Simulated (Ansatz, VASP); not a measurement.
# HgPt in VASP and in Ansatz

File INCAR:

```
SYSTEM = HgPt
ALGO     = Normal         ! electronic algorithm
EDIFF    = 1E-8           ! SCF threshold, eV
ENCUT    = 520            ! plane-wave cutoff, eV
ISIF     = 2              ! what is computed and relaxed
ISMEAR   = -1             ! smearing method
LASPH    = .TRUE.         ! aspherical terms in the spheres
LCHARG   = .FALSE.        ! write CHGCAR
LEFG     = .TRUE.       
LREAL    = .FALSE.        ! projectors in reciprocal space
LWAVE    = .FALSE.        ! write WAVECAR
NBANDS   = 18             ! bands
NELM     = 60             ! most SCF steps
PREC     = Accurate       ! precision mode
SIGMA    = 0.03           ! smearing width, eV
```

Contents of KPOINTS:

```
k-points
0
G
  12 12 10
  0 0 0
```

The input POSCAR:

```
HgPt
1.0
    2.9710000000      0.0000000000      0.0000000000
    0.0000000000      2.9710000000      0.0000000000
    0.0000000000      0.0000000000      3.9015000000
Hg Pt
1 1
Direct
    0.0000000000      0.0000000000      0.0000000000
    0.5000000000      0.5000000000      0.5000000000
```

Input for Ansatz:

```yaml
crystal:
  lattice:
    - [2.971, 0.0, 0.0]
    - [0.0, 2.971, 0.0]
    - [0.0, 0.0, 3.9015]
  atoms:
    - { symbol: Hg, position: [0.0, 0.0, 0.0] }
    - { symbol: Pt, position: [0.5, 0.5, 0.5] }
kpoints:
  mp_grid: { grid: [12, 12, 10] }
scf:
  occupations: { method: fermi_dirac, width: 0.03 }
hamiltonian:
  xc: lda
  pseudopotentials: { kind: all_electron, datasets: crystal }
output:
  forces: true
  stress: true
  eigenvalues: true
  efg: { contact_densities: true }
```

Change from the starting cell: zz strain of +2 %, crystal datasets.

Alike in both runs: task electric field gradients; functional LDA; k mesh 12 × 12 × 10; occupations fermi-dirac, width 0.03 eV; no spin polarisation.

```csv
,VASP,Ansatz
version,VASP 6.6.1,Ansatz 0.2.0
potentials or method,"VASP PAW LDA potentials, release 64 (Hg, Pt), cutoff 520 eV","all-electron PAW with datasets made for the crystal, scalar-relativistic"
```

|  | VASP | Ansatz | Ansatz less VASP |
| --- | --- | --- | --- |
| pressure (GPa) | -3.3 | -5.2 | -1.83 |
| traceless stress, the component that is largest in VASP (GPa) | -0.14 | -0.26 | -0.123 |
| size of Vzz on the site where it differs most (V/Å²) | 104.7 | 112.7 | +7.92 |

LDA's correlation is that of Perdew and Zunger in VASP and of Perdew and Wang (1992) in Ansatz. Ansatz ran all-electron here, and VASP with PAW potentials.

Spin-orbit coupling is off throughout.
